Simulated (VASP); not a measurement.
# TaAg3 (Pm-3m) in VASP: notebook

Runs on TaAg3. Level: PBE. Tasks: single point, relaxation of cell and atoms.

Everything below comes from runs of VASP 6.6.1. Logs are shortened: lines on timing, memory, paths and dates and some standing lists are left out, and cuts for length are marked.

### 1 The cell of the first run

The structure is cubic, space group Pm-3m (No. 221). The conventional cell has a = 4.191 Å, b = 4.191 Å, c = 4.191 Å, α = 90.00°, β = 90.00°, γ = 90.00°. Within 3.9 Å of Ta (site symmetry m-3m) lie 12 Ag at 2.96 Å. Within 3.9 Å of Ag (site symmetry 4/mmm) lie 4 Ta at 2.96 Å and 8 Ag at 2.96 Å.

### 2 Single point, PBE

File INCAR:

```
SYSTEM = TaAg3
PREC = Accurate
ENCUT = 520
EDIFF = 1E-6
ISMEAR = 0
SIGMA = 0.1
LREAL = .False.
LASPH = .True.
NELM = 100
ALGO = Normal
ISIF = 2
LWAVE = .False.
LCHARG = .False.
GGA = PE
NBANDS = 30
```

File KPOINTS:

```
regular mesh
0
Gamma
  4 4 4
  0 0 0
```

File POSCAR:

```
TaAg3
1.0
    4.1911037351      0.0000000000      0.0000000000
    0.0000000000      4.1911037351      0.0000000000
    0.0000000000      0.0000000000      4.1911037351
Ta Ag
1 3
Direct
    0.0000000000      0.0000000000      0.0000000000
    0.0000000000      0.5000000000      0.5000000000
    0.5000000000      0.0000000000      0.5000000000
    0.5000000000      0.5000000000      0.0000000000
```

Potentials or basis: VASP PAW PBE potentials, release 64 (Ta_pv, Ag).

Started as:

```bash
> cat potpaw_PBE.64/Ta_pv/POTCAR potpaw_PBE.64/Ag/POTCAR > POTCAR
> mpirun -np 1 vasp_std > vasp.out
```

OUTCAR:

```text
SYSTEM = TaAg3
   PREC = Accurate
   ENCUT = 520
   EDIFF = 1E-6
   ISMEAR = 0
   LREAL = .False.
   LASPH = .True.
   NELM = 100
   ISIF = 2
   GGA = PE

 ion  position               nearest neighbor table
   1  0.000  0.000  0.000-   2 2.96   3 2.96   4 2.96   2 2.96   3 2.96   2 2.96   4 2.96   2 2.96
                             3 2.96   4 2.96   3 2.96   4 2.96
   2  0.000  0.500  0.500-   1 2.96   3 2.96   4 2.96   1 2.96   4 2.96   1 2.96   3 2.96   1 2.96
                             3 2.96   4 2.96   4 2.96   3 2.96
   3  0.500  0.000  0.500-   1 2.96   2 2.96   4 2.96   1 2.96   4 2.96   2 2.96   4 2.96   4 2.96
                             1 2.96   2 2.96   1 2.96   2 2.96
   4  0.500  0.500  0.000-   1 2.96   2 2.96   3 2.96   2 2.96   3 2.96   1 2.96   3 2.96   3 2.96
                             1 2.96   2 2.96   2 2.96   1 2.96

  LATTYP: Found a simple cubic cell.
 ALAT       =     4.1911037351

  Lattice vectors:

 A1 = (   4.1911037351,   0.0000000000,   0.0000000000)
 A2 = (   0.0000000000,   4.1911037351,   0.0000000000)
 A3 = (   0.0000000000,   0.0000000000,   4.1911037351)

Analysis of symmetry for initial positions (statically):
=====================================================================
 Subroutine PRICEL returns:
 Original cell was already a primitive cell.

 Routine SETGRP: Setting up the symmetry group for a
 simple cubic supercell.

 Subroutine GETGRP returns: Found 48 space group operations
 (whereof 48 operations were pure point group operations)
 out of a pool of 48 trial point group operations.

The static configuration has the point symmetry O_h .

Analysis of symmetry for dynamics (positions and initial velocities):
=====================================================================
 Subroutine PRICEL returns:
 Original cell was already a primitive cell.

 Routine SETGRP: Setting up the symmetry group for a
 simple cubic supercell.

 Subroutine GETGRP returns: Found 48 space group operations
 (whereof 48 operations were pure point group operations)
 out of a pool of 48 trial point group operations.

The dynamic configuration has the point symmetry O_h .

 Subroutine INISYM returns: Found 48 space group operations
 (whereof 48 operations are pure point group operations),
 and found     1 'primitive' translations

----------------------------------------------------------------------------------------

                                     Primitive cell

  volume of cell :      73.6182

  direct lattice vectors                    reciprocal lattice vectors
     4.191103735  0.000000000  0.000000000     0.238600632  0.000000000  0.000000000
     0.000000000  4.191103735  0.000000000     0.000000000  0.238600632  0.000000000
     0.000000000  0.000000000  4.191103735     0.000000000  0.000000000  0.238600632

  length of vectors
     4.191103735  4.191103735  4.191103735     0.238600632  0.238600632  0.238600632

  position of ions in fractional coordinates (direct lattice)
     0.000000000  0.000000000  0.000000000
     0.000000000  0.500000000  0.500000000
     0.500000000  0.000000000  0.500000000
     0.500000000  0.500000000  0.000000000

  ion indices of the primitive-cell ions
   primitive index   ion index
                 1           1
                 2           2
                 3           3
                 4           4

----------------------------------------------------------------------------------------

 KPOINTS: regular mesh

Automatic generation of k-mesh.
 Grid dimensions read from file:
 generate k-points for:    4    4    4

 Generating k-lattice:

  Cartesian coordinates                     Fractional coordinates (reciprocal lattice)
     0.059650158  0.000000000  0.000000000     0.250000000  0.000000000  0.000000000
     0.000000000  0.059650158  0.000000000     0.000000000  0.250000000  0.000000000
     0.000000000  0.000000000  0.059650158     0.000000000  0.000000000  0.250000000

  Length of vectors
     0.059650158  0.059650158  0.059650158

  Shift w.r.t. Gamma in fractional coordinates (k-lattice)
     0.000000000  0.000000000  0.000000000

 Subroutine IBZKPT returns following result:
 ===========================================

 Found     10 irreducible k-points:

 Following reciprocal coordinates:
            Coordinates               Weight
  0.000000  0.000000  0.000000      1.000000
  0.250000  0.000000  0.000000      6.000000
  0.500000  0.000000  0.000000      3.000000
  0.250000  0.250000  0.000000     12.000000
  0.500000  0.250000  0.000000     12.000000
  0.500000  0.500000  0.000000      3.000000
  0.250000  0.250000  0.250000      8.000000
  0.500000  0.250000  0.250000     12.000000
  0.500000  0.500000  0.250000      6.000000
  0.500000  0.500000  0.500000      1.000000
   k-points           NKPTS =     10   k-points in BZ     NKDIM =     10   number of bands    NBANDS=     30
   number of dos      NEDOS =    301   number of ions     NIONS =      4
   total plane-waves  NPLWV =  32768
   dimension x,y,z NGX =    32 NGY =   32 NGZ =   32
   dimension x,y,z NGXF=    64 NGYF=   64 NGZF=   64
   ions per type =               1   3
   NGX,Y,Z   is equivalent  to a cutoff of  12.69, 12.69, 12.69 a.u.
   NGXF,Y,Z  is equivalent  to a cutoff of  25.39, 25.39, 25.39 a.u.
 SYSTEM =  TaAg3
   PREC   = accura    normal or accurate (medium, high low for compatibility)
   ISTART =      0    job   : 0-new  1-cont  2-samecut
   ICHARG =      2    charge: 1-file 2-atom 10-const
   ISPIN  =      1    spin polarized calculation?
   LNONCOLLINEAR =      F non collinear calculations
   LSORBIT =      F    spin-orbit coupling
   LASPH  =      T    aspherical Exc in radial PAW
   ENCUT  =  520.0 eV  38.22 Ry    6.18 a.u.   7.79  7.79  7.79*2*pi/ulx,y,z
   NELM   =    100;   NELMIN=  2; NELMDL= -5     # of ELM steps
   EDIFF  = 0.1E-05   stopping-criterion for ELM
   LREAL  =      F    real-space projection
   EDIFFG = 0.1E-04   stopping-criterion for IOM
   NSW    =      0    number of steps for IOM
   IBRION =     -1    ionic relax: 0-MD 1-quasi-New 2-CG
   NFREE  =      0    steps in history (QN), initial steepest desc. (CG)
   ISIF   =      2    stress and relaxation
   ISYM   =      2    0-nonsym 1-usesym 2-fastsym
   POTIM  = 0.5000    time-step for ionic-motion
   TEBEG  =    0.0;   TEEND  =   0.0 temperature during run
   PSTRESS=    0.0 pullay stress
   NELECT =      44.0000    total number of electrons
   NUPDOWN=      -1.0000    fix difference up-down
   EMIN   =  10.00;   EMAX   =-10.00  energy-range for DOS
   EFERMI =   0.00;   METHOD = LEGACY
   ISMEAR =     0;   SIGMA  =   0.10  broadening in eV -4-tet -1-fermi 0-gaus
   EFERMI_NEDOS =   21; number of points for ismear=-14 and -15
   IALGO  =     38    algorithm
   IMIX   =      4    mixing-type and parameters
     AMIX     =   0.40;   BMIX     =  1.00
     AMIX_MAG =   1.60;   BMIX_MAG =  1.00
  volume/ion in A,a.u.               =      18.40       124.20
  Fermi-wavevector in a.u.,A,eV,Ry     =   1.378999  2.605930 25.873362  1.901638
  Thomas-Fermi vector in A             =   2.504009
   LORBIT       =      0    0 simple, 1 ext, 2 COOP (PROOUT), +10 PAW based schemes
   GGA     = PE    functional components
   LHFCALC =     F    Hartree Fock is set to
   AEXX    =    0.0000 exact exchange contribution
   IVDW    =     0    specifies the selected vdW correction
   LEPSILON=     F    determine dielectric tensor
   LRPA    =     F    only Hartree local field effects (RPA)
 non-spin polarized calculation
 Gauss-broadening in eV      SIGMA  =   0.10
  energy-cutoff  :      520.00
  volume of cell :       73.62
 maximum number of plane-waves:      2000
 NGX is ok and might be reduce to    32
   NGX = 15   NGY = 15   NGZ = 15

 number of electron      44.0000033 magnetization

 Free energy of the ion-electron system (eV)
  ---------------------------------------------------
  ext. energy  EPLUGINS =         0.00000000
  ---------------------------------------------------
  free energy    TOTEN  =       -17.46507468 eV

  energy without entropy =      -17.43452841  energy(sigma->0) =      -17.44980155

 E-fermi :   7.1788     XC(G=0): -12.0229

 val. band max:        7.1755160425   @ k =   0.5000   0.0000   0.0000
 cond. band min:       7.2170375695   @ k =   0.2500   0.2500   0.0000
 fundamental gap:      0.0415215270
 Fermi energy:         7.1788281290

 k-point     1 :       0.0000    0.0000    0.0000
  band No.  band energies     occupation
      1     -28.1989      2.00000
      2     -28.1989      2.00000
      3     -28.1989      2.00000
      4      -0.5487      2.00000
      5       1.1539      2.00000
      6       1.1812      2.00000
[... 22 lines left out ...]
     29      15.5391      0.00000
     30      15.5391      0.00000

 k-point     2 :       0.2500    0.0000    0.0000
  band No.  band energies     occupation
      1     -28.2060      2.00000
      2     -28.1992      2.00000
      3     -28.1992      2.00000
      4       0.0917      2.00000
      5       1.3820      2.00000
      6       1.4377      2.00000
[... 22 lines left out ...]
     29      14.6004      0.00000
     30      16.3717      0.00000

 k-point     3 :       0.5000    0.0000    0.0000
  band No.  band energies     occupation
      1     -28.2131      2.00000
      2     -28.1996      2.00000
      3     -28.1996      2.00000
      4       1.2917      2.00000
      5       1.4736      2.00000
      6       1.8002      2.00000
[... 22 lines left out ...]
     29      14.6336      0.00000
     30      14.6336      0.00000

 k-point     4 :       0.2500    0.2500    0.0000
  band No.  band energies     occupation
      1     -28.2063      2.00000
      2     -28.2048      2.00000
      3     -28.1995      2.00000
      4       0.6484      2.00000
      5       1.5597      2.00000
      6       1.6761      2.00000
[... 22 lines left out ...]
     29      15.0297      0.00000
     30      16.2137      0.00000

 k-point     5 :       0.5000    0.2500    0.0000
  band No.  band energies     occupation
      1     -28.2119      2.00000
      2     -28.2052      2.00000
      3     -28.1998      2.00000
      4       1.6191      2.00000
      5       1.8575      2.00000
      6       1.9627      2.00000
[... 22 lines left out ...]
     29      14.7663      0.00000
     30      15.0764      0.00000

 k-point     6 :       0.5000    0.5000    0.0000
  band No.  band energies     occupation
      1     -28.2108      2.00000
      2     -28.2108      2.00000
      3     -28.2001      2.00000
      4       1.8058      2.00000
      5       2.0251      2.00000
      6       2.0251      2.00000
[... 22 lines left out ...]
     29      15.7101      0.00000
     30      15.7462      0.00000

 k-point     7 :       0.2500    0.2500    0.2500
  band No.  band energies     occupation
      1     -28.2066      2.00000
      2     -28.2044      2.00000
      3     -28.2044      2.00000
      4       0.9316      2.00000
      5       1.4972      2.00000
      6       1.7087      2.00000
[... 22 lines left out ...]
     29      14.0996      0.00000
     30      14.0996      0.00000

 k-point     8 :       0.5000    0.2500    0.2500
  band No.  band energies     occupation
      1     -28.2107      2.00000
      2     -28.2054      2.00000
      3     -28.2040      2.00000
      4       1.2697      2.00000
      5       1.5472      2.00000
      6       1.7695      2.00000
[... 22 lines left out ...]
     29      12.8332      0.00000
     30      15.9385      0.00000

 k-point     9 :       0.5000    0.5000    0.2500
  band No.  band energies     occupation
      1     -28.2095      2.00000
      2     -28.2095      2.00000
      3     -28.2042      2.00000
      4       1.1172      2.00000
      5       1.5668      2.00000
      6       1.5668      2.00000
[... 22 lines left out ...]
     29      13.7261      0.00000
     30      14.0590      0.00000

 k-point    10 :       0.5000    0.5000    0.5000
  band No.  band energies     occupation
      1     -28.2083      2.00000
      2     -28.2083      2.00000
      3     -28.2083      2.00000
      4       0.8101      2.00000
      5       1.2814      2.00000
      6       1.2814      2.00000
[... 22 lines left out ...]
     29      13.2443      0.00000
     30      13.2443      0.00000

------------------------ aborting loop because EDIFF is reached ----------------------------------------

  FORCE on cell =-STRESS in cart. coord.  units (eV):
  Direction    XX          YY          ZZ          XY          YZ          ZX
  --------------------------------------------------------------------------------------
  -------------------------------------------------------------------------------------
  Total       -1.1078949     -1.1078949     -1.1078949     -0.0000000     -0.0000000      0.0000000
  in kB      -24.1114827    -24.1114827    -24.1114827     -0.0000000     -0.0000000      0.0000000
  external PRESSURE =     -24.1114827 kB  Pullay stress =       0.0000000 kB

 VOLUME and BASIS-vectors are now :
 -----------------------------------------------------------------------------
  energy-cutoff  :      520.00
  volume of cell :       73.62
      direct lattice vectors                 reciprocal lattice vectors
     4.191103735  0.000000000  0.000000000     0.238600632  0.000000000  0.000000000
     0.000000000  4.191103735  0.000000000     0.000000000  0.238600632  0.000000000
     0.000000000  0.000000000  4.191103735     0.000000000  0.000000000  0.238600632

 POSITION                                       TOTAL-FORCE (eV/Angst)
 -----------------------------------------------------------------------------------
      0.00000      0.00000      0.00000         0.000000      0.000000      0.000000
      0.00000      2.09555      2.09555         0.000000      0.000000      0.000000
      2.09555      0.00000      2.09555         0.000000      0.000000      0.000000
      2.09555      2.09555      0.00000         0.000000      0.000000      0.000000
 -----------------------------------------------------------------------------------
    total drift:                                0.000000     -0.000000     -0.000000

  FREE ENERGIE OF THE ION-ELECTRON SYSTEM (eV)
  ---------------------------------------------------
  free  energy   TOTEN  =       -17.4650746845 eV

  energy  without entropy=      -17.4345284126  energy(sigma->0) =      -17.44980155
```

Run time: 8.1 s. Hardware: 1 thread of Intel Xeon 6975P-C (Granite Rapids), shared host; peak memory 0.18 GiB.

Results:

| Quantity | Value |
| --- | --- |
| Free energy | -17.4651 eV |
| Pressure | -2.4 GPa |
| Band gap on the k mesh | zero (band 22 reaches 8.86 eV, above the bottom of band 23 at 6.93 eV) |

Caveat: the k points lie up to 0.37 Å⁻¹ apart; spin-orbit coupling is left out, which moves the levels of the heavy elements.

### 3 Single point, PBE

This run uses another cell than the first one, of 18.07 Å³/atom, 0.982 times its volume.

File INCAR:

```
PREC = Accurate
ENCUT = 520
EDIFF = 1E-7
ISMEAR = 0
SIGMA = 0.1
LREAL = F
LASPH = T
NELM = 60
ALGO = Fast
ISIF = 2
LWAVE = F
LCHARG = F
GGA = PE
NBANDS = 30
```

File KPOINTS:

```
regular mesh
0
Gamma
  12 12 12
```

File POSCAR:

```
TaAg3
1.0
    4.1658571088      0.0000000000      0.0000000000
    0.0000000000      4.1658571088      0.0000000000
    0.0000000000      0.0000000000      4.1658571088
Ta Ag
1 3
Direct
    0.0000000000      0.0000000000      0.0000000000
    0.0000000000      0.5000000000      0.5000000000
    0.5000000000      0.0000000000      0.5000000000
    0.5000000000      0.5000000000      0.0000000000
```

Potentials or basis: VASP PAW PBE potentials, release 64 (Ta_pv, Ag).

Started as:

```bash
> cat potpaw_PBE.64/Ta_pv/POTCAR potpaw_PBE.64/Ag/POTCAR > POTCAR
> mpirun -np 1 vasp_std > vasp.out
```

Run time: 52 s. Hardware: 1 thread of Intel Xeon 6975P-C (Granite Rapids), shared host; peak memory 0.29 GiB.

It converged, with:

```yaml
Free_energy: -17.4201 eV
Pressure: -0.1 GPa
Band_gap_on_the_k_mesh: zero (band 22 reaches 9.08 eV, above the bottom of band 23 at 7.15 eV)
```

Levels at points of the mesh, in eV from the Fermi level:
```tsv
k point	band 19	band 20	band 21	band 22	band 23	band 24	band 25	band 26
(0.00, 0.00, 0.00)	-2.90	0.52	0.52	1.70	1.70	1.70	2.07	2.07
(0.50, 0.00, 0.00)	-3.50	-2.90	-0.27	-0.27	0.05	1.03	1.93	6.04
(0.50, 0.50, 0.00)	-3.79	-2.77	-0.65	-0.65	0.19	0.19	1.23	2.22
(0.50, 0.50, 0.50)	-0.25	-0.24	-0.24	-0.24	-0.23	-0.23	-0.23	1.91
```

Caveat: spin-orbit coupling is left out, which moves the levels of the heavy elements.

### 4 Relaxation of cell and atoms, PBE

File INCAR:

```
SYSTEM = TaAg3
PREC = Accurate
ENCUT = 600
EDIFF = 1E-6
ISMEAR = 0
SIGMA = 0.1
LREAL = .False.
LASPH = .True.
NELM = 60
ALGO = Fast
ISIF = 3
LWAVE = .False.
LCHARG = .False.
GGA = PE
IBRION = 2
NSW = 100
EDIFFG = -0.01
```

File KPOINTS:

```
Automatic mesh
0
Gamma
  12 12 12
  0 0 0
```

File POSCAR:

```
TaAg3
1.0
    4.1911037351      0.0000000000      0.0000000000
    0.0000000000      4.1911037351      0.0000000000
    0.0000000000      0.0000000000      4.1911037351
Ta Ag
1 3
Direct
    0.0000000000      0.0000000000      0.0000000000
    0.0000000000      0.5000000000      0.5000000000
    0.5000000000      0.0000000000      0.5000000000
    0.5000000000      0.5000000000      0.0000000000
```

Started as:

```bash
> cat potpaw_PBE.64/Ta_pv/POTCAR potpaw_PBE.64/Ag/POTCAR > POTCAR
> mpirun -np 1 vasp_std > vasp.out
```

It took 3.7 min on 1 thread of Intel Xeon 6975P-C (Granite Rapids), shared host; peak memory 0.35 GiB.

The run converged. Its results:

```
Free energy                            : -17.4201 eV
Relaxed volume                         : 18.06 Å³/atom
Relaxed cell                           : a = 4.165 Å, b = 4.165 Å, c = 4.165 Å, α = 90.00°, β = 90.00°, γ = 90.00°
Space group after relaxing (to 0.05 Å) : Pm-3m (No. 221)
Energy gained by relaxing              : 2.4 meV/atom
Ionic steps                            : 3
Pressure after relaxing                : 0.0 GPa
Band gap on the k mesh                 : zero (band 22 reaches 9.09 eV, above the bottom of band 23 at 7.16 eV)
```

The path:
| step | energy change (eV) | largest force (eV/Å) | pressure (GPa) | volume (Å³) |
| --- | --- | --- | --- | --- |
| 1 | 0.0000 | 0.0000 | -2.20 | 73.62 |
| 2 | -0.0006 | 0.0000 | 2.29 | 70.96 |
| 3 | -0.0096 | 0.0000 | -0.02 | 72.25 |

Final structure:
```xyz
4
Lattice="4.1649 0.0000 0.0000 0.0000 4.1649 0.0000 0.0000 0.0000 4.1649" Properties=species:S:1:pos:R:3 pbc="T T T"
Ta    0.0000    0.0000    0.0000
Ag    0.0000    2.0825    2.0825
Ag    2.0825    0.0000    2.0825
Ag    2.0825    2.0825    0.0000
```

Levels at points of the mesh, in eV from the Fermi level:
| k point | band 20 | band 21 | band 22 | band 23 | band 24 | band 25 |
| --- | --- | --- | --- | --- | --- | --- |
| (0.00, 0.00, 0.00) | 0.52 | 0.52 | 1.70 | 1.70 | 1.70 | 2.07 |
| (0.50, 0.00, 0.00) | -2.90 | -0.27 | -0.27 | 0.05 | 1.03 | 1.93 |
| (0.50, 0.50, 0.00) | -2.77 | -0.65 | -0.65 | 0.19 | 0.19 | 1.23 |
| (0.50, 0.50, 0.50) | -0.24 | -0.24 | -0.24 | -0.23 | -0.23 | -0.23 |

Caveat: spin-orbit coupling is left out, which moves the levels of the heavy elements.

### 5 Summary

| task | cell | k mesh | cutoff (eV) | gap on the mesh (eV) | pressure (GPa) |
| --- | --- | --- | --- | --- | --- |
| single point | a = 4.191 Å, 4 atoms | 4 × 4 × 4 | 520 | none | -2.4 |
| single point | a = 4.166 Å, 4 atoms | 12 × 12 × 12 | 520 | none | -0.1 |
| relaxation of cell and atoms | relaxed from a = 4.191 Å, 4 atoms | 12 × 12 × 12 | 600 | none | 0.0 |

Alike in all rows: level PBE; potentials or basis VASP PAW PBE potentials, release 64 (Ta_pv, Ag); no spin polarisation; smearing gaussian 0.1 eV.

Caveats: some runs use coarse meshes; spin-orbit coupling is left out, which moves the levels of the heavy elements.

Total energies depend on the potentials used, so only differences within one code and one set of settings carry meaning.
